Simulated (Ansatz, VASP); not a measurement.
# Two plane-wave programs on Re

INCAR

```
SYSTEM = Re
  ALGO = Normal
  EDIFF = 1E-7
  ENCUT = 520
  GGA = PE
  ISIF = 2
  ISMEAR = -1
  LASPH = .TRUE.
  LCHARG = .TRUE.
  LELF = .TRUE.
  LREAL = .FALSE.
  LVHAR = .TRUE.
  LWAVE = .FALSE.
  NBANDS = 22
  NELM = 80
  PREC = Accurate
  SIGMA = 0.05
```

The input KPOINTS:

```
k-points
0
G
  8 8 3
  0 0 0
```

Contents of POSCAR:

```
Re
1.0
    2.7387235200      0.0000000000      0.0000000000
   -1.3693617599      2.3957617598      0.0000000000
    0.0000000000      0.0000000000      8.9388451600
Re
4
Direct
    0.6666666667      0.3333333333      0.7500000000
    0.0000000000      0.0000000000      0.5000000000
    0.3333333333      0.6666666667      0.2500000000
    0.0000000000      0.0000000000      0.0000000000
```

Contents of input.yaml:

```yaml
crystal:
  lattice:
    - [2.73872352, 0.0, 0.0]
    - [-1.3693617599, 2.3957617598, 0.0]
    - [0.0, 0.0, 8.93884516]
  atoms:
    - { symbol: Re, position: [0.6666666667, 0.3333333333, 0.75] }
    - { symbol: Re, position: [0.0, 0.0, 0.5] }
    - { symbol: Re, position: [0.3333333333, 0.6666666667, 0.25] }
    - { symbol: Re, position: [0.0, 0.0, 0.0] }
hamiltonian:
  xc: pbe
  pseudopotentials: { kind: paw }
kpoints:
  mp_grid: { grid: [8, 8, 3] }
scf:
  occupations: { method: fermi_dirac, width: 0.05 }
output:
  forces: true
  stress: true
  eigenvalues: true
```

Alike in both runs: task single point; functional PBE; k mesh 8 × 8 × 3; occupations fermi-dirac, width 0.05 eV; no spin polarisation.

|  | VASP | Ansatz |
| --- | --- | --- |
| version | VASP 6.6.1 | Ansatz 0.2.0 |
| potentials or method | VASP PAW PBE potentials, release 64 (Re) | Ansatz PAW |
| plane-wave cutoff (eV) | 520 | 420 |
| valence electrons in the cell | 28 | 60 |

Ansatz gave:

| Quantity | Value |
| --- | --- |
| gap on the k mesh at the Fermi level (eV) | none |
| pressure (GPa) | 7.6 |
| traceless stress, the component that is largest in VASP (GPa) | 3.33 |
| rms of the force components (eV/Å) | 0.022 |

Task: Which values does VASP return?

Result: gap on the k mesh at the Fermi level (eV): none; pressure (GPa): 7.2; traceless stress, the component that is largest in VASP (GPa): 3.32; rms of the force components (eV/Å): 0.022.

Atom by atom the forces differ by 0.000 eV/Å (rms over components). A gap of «none» marks a metal or a gap that the smearing closes. The functional is the same, so the differences come from potentials, cutoffs and numerics. VASP's potentials hold 28 valence electrons a cell and Ansatz's 60, so a difference there can come from the potentials and not from the codes.

Neither program's run includes spin-orbit coupling.
